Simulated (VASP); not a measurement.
# PtSe2 (P-3m1) in VASP: further runs, part 2 of 2

VASP 6.6.1. Earlier steps stand in the parts before.

## Step 3: Single point, PBE-based screened hybrid with 25 % exact exchange

This run uses another cell than the first one, of 20.27 Å³/atom.

POSCAR

```
PtSe2
1.0
    3.7240000000      0.0000000000      0.0000000000
   -1.8620000000      3.2250786037      0.0000000000
    0.0000000000      0.0000000000      5.0620000000
Pt Se
1 2
Direct
    0.0000000000      0.0000000000      0.0000000000
    0.6666666667      0.3333333333      0.7500000000
    0.3333333333      0.6666666667      0.2500000000
```

INCAR.step1

```
SYSTEM = PtSe2
  PREC = Accurate
  ENCUT = 520
  EDIFF = 1E-5
  ISMEAR = -1
  SIGMA = 0.05
  LREAL = .False.
  LASPH = .True.
  NELM = 80
  ALGO = Normal
  ISIF = 2
  LWAVE = .True.
  LCHARG = .False.
  NBANDS = 18
  GGA = PE
```

INCAR.step2

```
SYSTEM = PtSe2
  PREC = Accurate
  ENCUT = 520
  EDIFF = 1E-7
  ISMEAR = -1
  SIGMA = 0.05
  LREAL = .False.
  LASPH = .True.
  NELM = 80
  ALGO = Normal
  ISIF = 2
  LWAVE = .False.
  LCHARG = .False.
  GGA = PE
  LHFCALC = .True.
  AEXX = 0.25
  HFSCREEN = 0.3
  PRECFOCK = Normal
  NBANDS = 18
  ISTART = 1
```

KPOINTS

```
Automatic mesh
0
Gamma
  4 4 3
  0 0 0
```

Potentials or basis: VASP PAW PBE potentials, release 64 (Pt, Se).

Started as:

```bash
$ cat potpaw_PBE.64/Pt/POTCAR potpaw_PBE.64/Se/POTCAR > POTCAR
$ cp INCAR.step1 INCAR
$ mpirun -np 1 vasp_std > vasp.out
$ cp INCAR.step2 INCAR
$ mpirun -np 1 vasp_std > vasp.out
```

OUTCAR:

```text
SYSTEM = PtSe2
   PREC = Accurate
   ENCUT = 520
   EDIFF = 1E-7
   ISMEAR = -1
   LREAL = .False.
   LASPH = .True.
   NELM = 80
   ISIF = 2
   GGA = PE
   LHFCALC = .True.
   AEXX = 0.25
   HFSCREEN = 0.3
   PRECFOCK = Normal
   ISTART = 1

 ion  position               nearest neighbor table
   1  0.000  0.000  0.000-   2 2.49   3 2.49   2 2.49   3 2.49   2 2.49   3 2.49
   2  0.667  0.333  0.750-   1 2.49   1 2.49   1 2.49
   3  0.333  0.667  0.250-   1 2.49   1 2.49   1 2.49

  LATTYP: Found a hexagonal cell.
 ALAT       =     3.7240000000
 C/A-ratio  =     1.3592910849

  Lattice vectors:

 A1 = (   3.7240000000,   0.0000000000,   0.0000000000)
 A2 = (  -1.8620000000,   3.2250786037,   0.0000000000)
 A3 = (   0.0000000000,   0.0000000000,   5.0620000000)

Analysis of symmetry for initial positions (statically):
=====================================================================
 Subroutine PRICEL returns:
 Original cell was already a primitive cell.

 Routine SETGRP: Setting up the symmetry group for a
 hexagonal supercell.

 Subroutine GETGRP returns: Found 12 space group operations
 (whereof 12 operations were pure point group operations)
 out of a pool of 24 trial point group operations.

The static configuration has the point symmetry D_3d.

Analysis of symmetry for dynamics (positions and initial velocities):
=====================================================================
 Subroutine PRICEL returns:
 Original cell was already a primitive cell.

 Routine SETGRP: Setting up the symmetry group for a
 hexagonal supercell.

 Subroutine GETGRP returns: Found 12 space group operations
 (whereof 12 operations were pure point group operations)
 out of a pool of 24 trial point group operations.

The dynamic configuration has the point symmetry D_3d.

 Subroutine INISYM returns: Found 12 space group operations
 (whereof 12 operations are pure point group operations),
 and found     1 'primitive' translations

----------------------------------------------------------------------------------------

                                     Primitive cell

  volume of cell :      60.7956

  direct lattice vectors                    reciprocal lattice vectors
     3.724000000  0.000000000  0.000000000     0.268528464  0.155034981  0.000000000
    -1.862000000  3.225078604  0.000000000     0.000000000  0.310069962  0.000000000
     0.000000000  0.000000000  5.062000000     0.000000000  0.000000000  0.197550375

  length of vectors
     3.724000000  3.724000000  5.062000000     0.310069962  0.310069962  0.197550375

  position of ions in fractional coordinates (direct lattice)
     0.000000000  0.000000000  0.000000000
     0.666666667  0.333333333  0.750000000
     0.333333333  0.666666667  0.250000000

  ion indices of the primitive-cell ions
   primitive index   ion index
                 1           1
                 2           2
                 3           3
[... 26 lines left out ...]

 Following reciprocal coordinates:
            Coordinates               Weight
  0.000000  0.000000  0.000000      1.000000
  0.250000 -0.000000  0.000000      6.000000
  0.500000 -0.000000  0.000000      3.000000
  0.250000  0.250000  0.000000      6.000000
  0.000000  0.000000  0.333333      2.000000
  0.250000 -0.000000  0.333333      6.000000
  0.000000  0.250000  0.333333      6.000000
  0.500000 -0.000000  0.333333      6.000000
  0.250000  0.250000  0.333333     12.000000
   k-points           NKPTS =      9   k-points in BZ     NKDIM =     48   number of bands    NBANDS=     18
   number of dos      NEDOS =    301   number of ions     NIONS =      3
   total plane-waves  NPLWV =  31360
   dimension x,y,z NGX =    28 NGY =   28 NGZ =   40
   dimension x,y,z NGXF=    56 NGYF=   56 NGZF=   80
   ions per type =               1   2
   NGX,Y,Z   is equivalent  to a cutoff of  12.50, 12.50, 13.14 a.u.
   NGXF,Y,Z  is equivalent  to a cutoff of  25.00, 25.00, 26.27 a.u.
 SYSTEM =  PtSe2
   PREC   = accura    normal or accurate (medium, high low for compatibility)
   ISTART =      1    job   : 0-new  1-cont  2-samecut
   ICHARG =      0    charge: 1-file 2-atom 10-const
   ISPIN  =      1    spin polarized calculation?
   LNONCOLLINEAR =      F non collinear calculations
   LSORBIT =      F    spin-orbit coupling
   LASPH  =      T    aspherical Exc in radial PAW
   ENCUT  =  520.0 eV  38.22 Ry    6.18 a.u.   6.92  6.92  9.41*2*pi/ulx,y,z
   NELM   =     80;   NELMIN=  2; NELMDL=  0     # of ELM steps
   EDIFF  = 0.1E-06   stopping-criterion for ELM
   LREAL  =      F    real-space projection
   EDIFFG = 0.1E-05   stopping-criterion for IOM
   NSW    =      0    number of steps for IOM
   IBRION =     -1    ionic relax: 0-MD 1-quasi-New 2-CG
   NFREE  =      0    steps in history (QN), initial steepest desc. (CG)
   ISIF   =      2    stress and relaxation
   ISYM   =      3    0-nonsym 1-usesym 2-fastsym
   POTIM  = 0.5000    time-step for ionic-motion
   TEBEG  =    0.0;   TEEND  =   0.0 temperature during run
   PSTRESS=    0.0 pullay stress
   NELECT =      22.0000    total number of electrons
   NUPDOWN=      -1.0000    fix difference up-down
   EMIN   =  10.00;   EMAX   =-10.00  energy-range for DOS
   EFERMI =   0.00;   METHOD = LEGACY
   ISMEAR =    -1;   SIGMA  =   0.05  broadening in eV -4-tet -1-fermi 0-gaus
   EFERMI_NEDOS =   21; number of points for ismear=-14 and -15
   IALGO  =     38    algorithm
   IMIX   =      1    mixing-type and parameters
     AMIX     =   0.40;   BMIX     =  1.00
     AMIX_MAG =   1.60;   BMIX_MAG =  1.00
  volume/ion in A,a.u.               =      20.27       136.76
  Fermi-wavevector in a.u.,A,eV,Ry     =   1.166608  2.204570 18.517184  1.360975
  Thomas-Fermi vector in A             =   2.303119
   LORBIT       =      0    0 simple, 1 ext, 2 COOP (PROOUT), +10 PAW based schemes
   GGA     = PE    functional components
   LHFCALC =     T    Hartree Fock is set to
   PRECFOCK=normal    Normal, Fast or Accurate (Low or Medium for compatibility)
   ENCUT4O =  -1.0   cutoff for four orbital integrals eV
   NKREDX  =     1    reduce k-point grid by
   NKREDY  =     1    reduce k-point grid by
   NKREDZ  =     1    reduce k-point grid by
   AEXX    =    0.2500 exact exchange contribution
   HFSCREEN=    0.3000 screening length (either q_TF or 0.3 A-1)
   HFSCREENC=   0.3000 screening length for correlation (either q_TF or 0.3 A-1)
   ENCUTFOCK=  -1.0 apply spherical cutoff to Coloumb kernel
   IVDW    =     0    specifies the selected vdW correction
   LEPSILON=     F    determine dielectric tensor
   LRPA    =     F    only Hartree local field effects (RPA)
 non-spin polarized calculation
  energy-cutoff  :      520.00
  volume of cell :       60.80
 maximum number of plane-waves:      1654
 NGX is ok and might be reduce to    28
  NGX = 24; NGY = 24; NGZ = 30

 number of electron      21.9999999 magnetization

 Free energy of the ion-electron system (eV)
  ---------------------------------------------------
  ext. energy  EPLUGINS =         0.00000000
  ---------------------------------------------------
  free energy    TOTEN  =       -16.68032680 eV

  energy without entropy =      -16.67394196  energy(sigma->0) =      -16.67713438

 E-fermi :   6.4982     XC(G=0):  -8.9334

 val. band max:        5.6679466743   @ k =   0.0000   0.2500   0.3333
 cond. band min:       6.5851467427   @ k =   0.0000   0.2500   0.3333
 fundamental gap:      0.9172000685
 Fermi energy:         6.4982005418

 k-point     1 :       0.0000    0.0000    0.0000
  band No.  band energies     occupation
      1     -10.9152      2.00000
      2      -7.7780      2.00000
      3      -1.7664      2.00000
      4      -0.9283      2.00000
      5      -0.9283      2.00000
      6       1.4205      2.00000
[... 166 lines left out ...]
      5       0.0730      2.00000
      6       0.6642      2.00000
[... 10 lines left out ...]
     17      15.8783      0.00000
     18      15.9912      0.00000

------------------------ aborting loop because EDIFF is reached ----------------------------------------

  FORCE on cell =-STRESS in cart. coord.  units (eV):
  Direction    XX          YY          ZZ          XY          YZ          ZX
  --------------------------------------------------------------------------------------
  -------------------------------------------------------------------------------------
  Total        1.1741711      1.1741711      0.7255076      0.0000000      0.0000000     -0.0000000
  in kB       30.9435285     30.9435285     19.1196719      0.0000000      0.0000000     -0.0000000
  external PRESSURE =      27.0022430 kB  Pullay stress =       0.0000000 kB

 VOLUME and BASIS-vectors are now :
 -----------------------------------------------------------------------------
  energy-cutoff  :      520.00
  volume of cell :       60.80
      direct lattice vectors                 reciprocal lattice vectors
     3.724000000  0.000000000  0.000000000     0.268528464  0.155034981  0.000000000
    -1.862000000  3.225078604  0.000000000     0.000000000  0.310069962  0.000000000
     0.000000000  0.000000000  5.062000000     0.000000000  0.000000000  0.197550375

 POSITION                                       TOTAL-FORCE (eV/Angst)
 -----------------------------------------------------------------------------------
      0.00000      0.00000      0.00000         0.000000      0.000000      0.000000
      1.86200      1.07503      3.79650        -0.000000      0.000000     -0.102196
     -0.00000      2.15005      1.26550         0.000000     -0.000000      0.102196
 -----------------------------------------------------------------------------------
    total drift:                                0.000023      0.000001     -0.000035

  FREE ENERGIE OF THE ION-ELECTRON SYSTEM (eV)
  ---------------------------------------------------
  free  energy   TOTEN  =       -16.6803268006 eV

  energy  without entropy=      -16.6739419600  energy(sigma->0) =      -16.67713438
```

Run time: 17 min. Hardware: 1 thread of Intel Xeon Platinum 8259CL at 2.50GHz (Skylake/Cascade Lake), shared host; peak memory 0.29 GiB.

What came out:

| Item | Value |
| --- | --- |
| Free energy | -16.6803 eV |
| Pressure | 2.7 GPa |
| Largest force | 0.102 eV/Å |
| Band gap on the k mesh | zero (bands 11 and 12 overlap by 0.17 eV) |

Forces on the atoms (eV/Å):
```
Pt   0.000  0.000  0.000
Se   0.000  0.000 -0.102
Se   0.000  0.000  0.102
```

Caveat: the k points lie up to 0.49 Å⁻¹ apart; the PAW data sets were made with another functional, which shifts forces and pressure a little; spin-orbit coupling is left out, which moves the levels of the heavy elements.
